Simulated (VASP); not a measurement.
# BiB (F-43m) in VASP: notebook

The runs below take BiB through single point, with PBEsol, r2SCAN+rVV10.

Everything below comes from runs of VASP 6.6.1. Logs are shortened: lines on timing, memory, paths and dates and some standing lists are left out, and cuts for length are marked.

## 1. The cell of the first run

It takes space group F-43m (No. 216, cubic). The conventional cell has a = 5.454 Å, b = 5.454 Å, c = 5.454 Å, α = 90.00°, β = 90.00°, γ = 90.00°. B (site symmetry -43m) has 4 Bi at 2.36 Å within 3.1 Å. Within 3.1 Å of Bi (site symmetry -43m) lie 4 B at 2.36 Å.

## 2. Single point, PBEsol

File INCAR:

```
SYSTEM = BiB
PREC = Accurate
ENCUT = 520
EDIFF = 1E-6
ISMEAR = -1
SIGMA = 0.03
LREAL = .False.
LASPH = .True.
NELM = 80
ALGO = Normal
ISIF = 2
LWAVE = .False.
LCHARG = .False.
GGA = PS
NBANDS = 16
```

File KPOINTS:

```
regular mesh
0
Gamma
  8 8 8
  0 0 0
```

File POSCAR:

```
BiB
1.0
    0.0000000000      2.7269591364      2.7269591364
    2.7269591364      0.0000000000      2.7269591364
    2.7269591364      2.7269591364      0.0000000000
B Bi
1 1
Direct
    0.0000000000      0.0000000000      0.0000000000
    0.2500000000      0.2500000000      0.2500000000
```

Potentials or basis: VASP PAW PBE potentials, release 64 (B, Bi_d).

Launch:

```bash
> cat potpaw_PBE.64/B/POTCAR potpaw_PBE.64/Bi_d/POTCAR > POTCAR
> mpirun -np 1 vasp_std > vasp.out
```

OUTCAR:

```text
SYSTEM = BiB
   PREC = Accurate
   ENCUT = 520
   EDIFF = 1E-6
   ISMEAR = -1
   LREAL = .False.
   LASPH = .True.
   NELM = 80
   ISIF = 2
   GGA = PS

 ion  position               nearest neighbor table
   1  0.000  0.000  0.000-   2 2.36   2 2.36   2 2.36   2 2.36
   2  0.250  0.250  0.250-   1 2.36   1 2.36   1 2.36   1 2.36

  LATTYP: Found a face centered cubic cell.
 ALAT       =     5.4539182728

  Lattice vectors:

 A1 = (   0.0000000000,   2.7269591364,   2.7269591364)
 A2 = (   2.7269591364,   0.0000000000,   2.7269591364)
 A3 = (   2.7269591364,   2.7269591364,   0.0000000000)

Analysis of symmetry for initial positions (statically):
=====================================================================
 Subroutine PRICEL returns:
 Original cell was already a primitive cell.

 Routine SETGRP: Setting up the symmetry group for a
 face centered cubic supercell.

 Subroutine GETGRP returns: Found 24 space group operations
 (whereof 24 operations were pure point group operations)
 out of a pool of 48 trial point group operations.

The static configuration has the point symmetry T_d .

Analysis of symmetry for dynamics (positions and initial velocities):
=====================================================================
 Subroutine PRICEL returns:
 Original cell was already a primitive cell.

 Routine SETGRP: Setting up the symmetry group for a
 face centered cubic supercell.

 Subroutine GETGRP returns: Found 24 space group operations
 (whereof 24 operations were pure point group operations)
 out of a pool of 48 trial point group operations.

The dynamic configuration has the point symmetry T_d .

 Subroutine INISYM returns: Found 24 space group operations
 (whereof 24 operations are pure point group operations),
 and found     1 'primitive' translations

----------------------------------------------------------------------------------------

                                     Primitive cell

  volume of cell :      40.5570

  direct lattice vectors                    reciprocal lattice vectors
     0.000000000  2.726959136  2.726959136    -0.183354416  0.183354416  0.183354416
     2.726959136  0.000000000  2.726959136     0.183354416 -0.183354416  0.183354416
     2.726959136  2.726959136  0.000000000     0.183354416  0.183354416 -0.183354416

  length of vectors
     3.856502595  3.856502595  3.856502595     0.317579164  0.317579164  0.317579164

  position of ions in fractional coordinates (direct lattice)
     0.000000000  0.000000000  0.000000000
     0.250000000  0.250000000  0.250000000

  ion indices of the primitive-cell ions
   primitive index   ion index
                 1           1
                 2           2

----------------------------------------------------------------------------------------

 KPOINTS: regular mesh

Automatic generation of k-mesh.
 Grid dimensions read from file:
 generate k-points for:    8    8    8

 Generating k-lattice:

  Cartesian coordinates                     Fractional coordinates (reciprocal lattice)
    -0.022919302  0.022919302  0.022919302     0.125000000  0.000000000  0.000000000
     0.022919302 -0.022919302  0.022919302     0.000000000  0.125000000  0.000000000
     0.022919302  0.022919302 -0.022919302     0.000000000  0.000000000  0.125000000

  Length of vectors
     0.039697396  0.039697396  0.039697396

  Shift w.r.t. Gamma in fractional coordinates (k-lattice)
     0.000000000  0.000000000  0.000000000

 Subroutine IBZKPT returns following result:
 ===========================================

 Found     29 irreducible k-points:

 Following reciprocal coordinates:
            Coordinates               Weight
  0.000000  0.000000  0.000000      1.000000
  0.125000  0.000000  0.000000      8.000000
  0.250000  0.000000  0.000000      8.000000
  0.375000  0.000000  0.000000      8.000000
  0.500000  0.000000  0.000000      4.000000
  0.125000  0.125000  0.000000      6.000000
[... 16 lines left out ...]
  0.500000  0.250000  0.125000     48.000000
 -0.375000  0.250000  0.125000     24.000000
 [... further k-points ...]
   k-points           NKPTS =     29   k-points in BZ     NKDIM =     29   number of bands    NBANDS=     16
   number of dos      NEDOS =    301   number of ions     NIONS =      2
   total plane-waves  NPLWV =  27000
   dimension x,y,z NGX =    30 NGY =   30 NGZ =   30
   dimension x,y,z NGXF=    60 NGYF=   60 NGZF=   60
   ions per type =               1   1
   NGX,Y,Z   is equivalent  to a cutoff of  12.93, 12.93, 12.93 a.u.
   NGXF,Y,Z  is equivalent  to a cutoff of  25.86, 25.86, 25.86 a.u.
 SYSTEM =  BiB
   PREC   = accura    normal or accurate (medium, high low for compatibility)
   ISTART =      0    job   : 0-new  1-cont  2-samecut
   ICHARG =      2    charge: 1-file 2-atom 10-const
   ISPIN  =      1    spin polarized calculation?
   LNONCOLLINEAR =      F non collinear calculations
   LSORBIT =      F    spin-orbit coupling
   LASPH  =      T    aspherical Exc in radial PAW
   ENCUT  =  520.0 eV  38.22 Ry    6.18 a.u.   7.17  7.17  7.17*2*pi/ulx,y,z
   NELM   =     80;   NELMIN=  2; NELMDL= -5     # of ELM steps
   EDIFF  = 0.1E-05   stopping-criterion for ELM
   LREAL  =      F    real-space projection
   EDIFFG = 0.1E-04   stopping-criterion for IOM
   NSW    =      0    number of steps for IOM
   IBRION =     -1    ionic relax: 0-MD 1-quasi-New 2-CG
   NFREE  =      0    steps in history (QN), initial steepest desc. (CG)
   ISIF   =      2    stress and relaxation
   ISYM   =      2    0-nonsym 1-usesym 2-fastsym
   POTIM  = 0.5000    time-step for ionic-motion
   TEBEG  =    0.0;   TEEND  =   0.0 temperature during run
   PSTRESS=    0.0 pullay stress
   NELECT =      18.0000    total number of electrons
   NUPDOWN=      -1.0000    fix difference up-down
   EMIN   =  10.00;   EMAX   =-10.00  energy-range for DOS
   EFERMI =   0.00;   METHOD = LEGACY
   ISMEAR =    -1;   SIGMA  =   0.03  broadening in eV -4-tet -1-fermi 0-gaus
   EFERMI_NEDOS =   21; number of points for ismear=-14 and -15
   IALGO  =     38    algorithm
   IMIX   =      4    mixing-type and parameters
     AMIX     =   0.40;   BMIX     =  1.00
     AMIX_MAG =   1.60;   BMIX_MAG =  1.00
  volume/ion in A,a.u.               =      20.28       136.85
  Fermi-wavevector in a.u.,A,eV,Ry     =   1.248754  2.359804 21.216756  1.559388
  Thomas-Fermi vector in A             =   2.382826
   LORBIT       =      0    0 simple, 1 ext, 2 COOP (PROOUT), +10 PAW based schemes
   GGA     = PS    functional components
   LHFCALC =     F    Hartree Fock is set to
   AEXX    =    0.0000 exact exchange contribution
   IVDW    =     0    specifies the selected vdW correction
   LEPSILON=     F    determine dielectric tensor
   LRPA    =     F    only Hartree local field effects (RPA)
 non-spin polarized calculation
  energy-cutoff  :      520.00
  volume of cell :       40.56
 maximum number of plane-waves:      1106
 NGX is ok and might be reduce to    30
   NGX = 15   NGY = 15   NGZ = 15

 number of electron      17.9999994 magnetization

 Free energy of the ion-electron system (eV)
  ---------------------------------------------------
  ext. energy  EPLUGINS =         0.00000000
  ---------------------------------------------------
  free energy    TOTEN  =        -9.76060545 eV

  energy without entropy =       -9.76060130  energy(sigma->0) =       -9.76060337

 E-fermi :   7.4718     XC(G=0): -10.2963

 val. band max:        7.2529907351   @ k =   0.0000   0.0000   0.0000
 cond. band min:       7.7013589606   @ k =   0.0000   0.0000   0.0000
 fundamental gap:      0.4483682255
 Fermi energy:         7.4717848878

 k-point     1 :       0.0000    0.0000    0.0000
  band No.  band energies     occupation
      1     -15.8628      2.00000
      2     -15.8628      2.00000
      3     -15.8628      2.00000
      4     -15.7706      2.00000
      5     -15.7706      2.00000
      6      -7.0827      2.00000
[... 8 lines left out ...]
     15      17.7245      0.00000
     16      17.7245      0.00000

 k-point     2 :       0.1250    0.0000    0.0000
  band No.  band energies     occupation
      1     -15.8617      2.00000
      2     -15.8562      2.00000
      3     -15.8562      2.00000
      4     -15.7704      2.00000
      5     -15.7704      2.00000
      6      -6.8783      2.00000
[... 8 lines left out ...]
     15      16.8556      0.00000
     16      16.8556      0.00000

 k-point     3 :       0.2500    0.0000    0.0000
  band No.  band energies     occupation
      1     -15.8595      2.00000
      2     -15.8437      2.00000
      3     -15.8437      2.00000
      4     -15.7661      2.00000
      5     -15.7661      2.00000
      6      -6.2911      2.00000
[... 8 lines left out ...]
     15      16.5723      0.00000
     16      16.5723      0.00000

 k-point     4 :       0.3750    0.0000    0.0000
  band No.  band energies     occupation
      1     -15.8578      2.00000
      2     -15.8371      2.00000
      3     -15.8371      2.00000
      4     -15.7558      2.00000
      5     -15.7558      2.00000
      6      -5.4626      2.00000
[... 8 lines left out ...]
     15      17.4839      0.00000
     16      17.4839      0.00000
[... 324 lines left out ...]
 k-point    22 :       0.3750    0.2500    0.1250
  band No.  band energies     occupation
      1     -15.8711      2.00000
      2     -15.8271      2.00000
      3     -15.8189      2.00000
      4     -15.7817      2.00000
      5     -15.7536      2.00000
      6      -5.7839      2.00000
[... 8 lines left out ...]
     15      17.8025      0.00000
     16      18.0802      0.00000

 k-point    23 :       0.5000    0.2500    0.1250
  band No.  band energies     occupation
      1     -15.8620      2.00000
      2     -15.8280      2.00000
      3     -15.8073      2.00000
      4     -15.7753      2.00000
      5     -15.7514      2.00000
      6      -5.0056      2.00000
[... 8 lines left out ...]
     15      18.0404      0.00000
     16      18.7743      0.00000

 k-point    24 :      -0.3750    0.2500    0.1250
  band No.  band energies     occupation
      1     -15.8555      2.00000
      2     -15.8308      2.00000
      3     -15.8046      2.00000
      4     -15.7683      2.00000
      5     -15.7531      2.00000
      6      -4.5449      2.00000
[... 8 lines left out ...]
     15      17.9442      0.00000
     16      18.7613      0.00000

 [... further k-points ...]

------------------------ aborting loop because EDIFF is reached ----------------------------------------

  FORCE on cell =-STRESS in cart. coord.  units (eV):
  Direction    XX          YY          ZZ          XY          YZ          ZX
  --------------------------------------------------------------------------------------
  -------------------------------------------------------------------------------------
  Total       -0.0066093     -0.0066093     -0.0066093     -0.0000000      0.0000000      0.0000000
  in kB       -0.2610946     -0.2610946     -0.2610946     -0.0000000      0.0000000      0.0000000
  external PRESSURE =      -0.2610946 kB  Pullay stress =       0.0000000 kB

 VOLUME and BASIS-vectors are now :
 -----------------------------------------------------------------------------
  energy-cutoff  :      520.00
  volume of cell :       40.56
      direct lattice vectors                 reciprocal lattice vectors
     0.000000000  2.726959136  2.726959136    -0.183354416  0.183354416  0.183354416
     2.726959136  0.000000000  2.726959136     0.183354416 -0.183354416  0.183354416
     2.726959136  2.726959136  0.000000000     0.183354416  0.183354416 -0.183354416

 POSITION                                       TOTAL-FORCE (eV/Angst)
 -----------------------------------------------------------------------------------
      0.00000      0.00000      0.00000        -0.000000     -0.000000     -0.000000
      1.36348      1.36348      1.36348         0.000000      0.000000      0.000000
 -----------------------------------------------------------------------------------
    total drift:                                0.000000      0.000000      0.000000

  FREE ENERGIE OF THE ION-ELECTRON SYSTEM (eV)
  ---------------------------------------------------
  free  energy   TOTEN  =        -9.7606054512 eV

  energy  without entropy=       -9.7606012956  energy(sigma->0) =       -9.76060337
```

Wall time 25 s (1 thread of Intel Xeon Platinum 8375C at 2.90GHz (Ice Lake), shared host); peak memory 0.17 GiB.

What came out:

```yaml
Free_energy: -9.7606 eV
Pressure: 0.0 GPa
Band_gap_on_the_k_mesh: 0.45 eV
```

Levels at points of the mesh, in eV from the valence-band top:
```
           k point  band 6  band 7  band 8  band 9  band 10  band 11  band 12  band 13
(0.00, 0.00, 0.00)  -14.34    0.00    0.00    0.00     0.45     2.79     2.79     2.79
(0.50, 0.00, 0.00)  -12.21   -7.83   -1.65   -1.65     0.46     4.16     4.16     5.91
(0.50, 0.50, 0.00)  -11.26   -7.91   -3.57   -3.57     0.80     0.87     8.36     8.77
```

Caveat: the structure was generated, so it needn't be the stable form of BiB; the PAW data sets were made with another functional, which shifts forces and pressure a little; spin-orbit coupling is left out, which moves the levels of the heavy elements. A k mesh can miss the band edges.

(Part 1 of 2 ends here.)
